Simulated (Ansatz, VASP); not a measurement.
One calculation of Bi, two programs

File POSCAR:

```
Bi
1.0
   -1.9814305318      1.9814305318      1.9814305318
    1.9814305318     -1.9814305318      1.9814305318
    1.9814305318      1.9814305318     -1.9814305318
Bi
1
Direct
    0.0000000000      0.0000000000      0.0000000000
```

Contents of INCAR.step1:

```
ALGO = Normal ; EDIFF = 1E-5
ENCUT = 520 ; GGA = PE
ISIF = 2 ; ISMEAR = -1
LASPH = T ; LCHARG = F
LREAL = F ; LWAVE = T
NBANDS = 14 ; NELM = 60
PREC = Accurate ; SIGMA = 0.05
```

Contents of INCAR.step2:

```
AEXX = 0.1 ; ALGO = Normal
EDIFF = 1E-7 ; ENCUT = 520
ISIF = 2 ; ISMEAR = -1
ISTART = 1 ; LASPH = T
LCHARG = F ; LHFCALC = T
LMIXTAU = T ; LREAL = F
LWAVE = F ; METAGGA = R2SCAN
NBANDS = 14 ; NELM = 60
PREC = Accurate ; PRECFOCK = Normal
SIGMA = 0.05
```

File KPOINTS:

```
k-points
0
Gamma
  5 5 5
```

input.yaml

```yaml
crystal:
  lattice:
    - [-1.9814305318, 1.9814305318, 1.9814305318]
    - [1.9814305318, -1.9814305318, 1.9814305318]
    - [1.9814305318, 1.9814305318, -1.9814305318]
  atoms:
    - { symbol: Bi, position: [0.0, 0.0, 0.0] }
hamiltonian:
  xc: r2scanh
  pseudopotentials: { kind: paw }
kpoints:
  mp_grid: { grid: [5, 5, 5] }
scf:
  occupations: { method: fermi_dirac, width: 0.05 }
output:
  forces: true
  stress: true
  eigenvalues: true
```

Alike in both runs: task single point; functional r2SCANh; k mesh 5 × 5 × 5; occupations fermi-dirac, width 0.05 eV; no spin polarisation.

```csv
,VASP,Ansatz
version,VASP 6.6.1,Ansatz 0.2.0
potentials or method,"VASP PAW PBE potentials, release 64 (Bi_d)",Ansatz PAW
plane-wave cutoff (eV),520,500
valence electrons in the cell,15,15
```

|  | VASP | Ansatz | Ansatz less VASP |
| --- | --- | --- | --- |
| gap on the k mesh at the Fermi level (eV) | none | none | - |
| pressure (GPa) | -1.5 | -1.5 | +0.06 |

VASP's potentials were made for PBE, not for r2SCANh. A gap of «none» marks a metal or a gap that the smearing closes.

The k mesh is coarse, so the values compare programs but aren't converged. Neither program's run includes spin-orbit coupling.
